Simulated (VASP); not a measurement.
Crystal: MgO.

```
Mg O
1.0
     0.00000    2.28201    2.28201
     2.28201    0.00000    2.28201
     2.28201    2.28201    0.00000
Mg O
1 1
Cartesian
  0.0000 0.0000 0.0000
  1.1410 1.1410 1.1410
```

Program: VASP 6.6.1. Alike in all runs: task single point; potentials or basis VASP PAW PBE potentials, release 64 (Mg, O); no spin polarisation; cell as given; cutoff (eV) 520; smearing gaussian 0.01 eV.

Order these runs on this cell by their band gap on the k mesh, lowest first.
A. level r2SCAN; k mesh 8 × 8 × 8
B. level PBE; k mesh 8 × 8 × 8
C. level HSE06; k mesh 6 × 6 × 6; grid for exact exchange (PRECFOCK) Normal; screening parameter 0.2079 1/Å

B (3.64 eV), A (4.32 eV), C (5.24 eV).
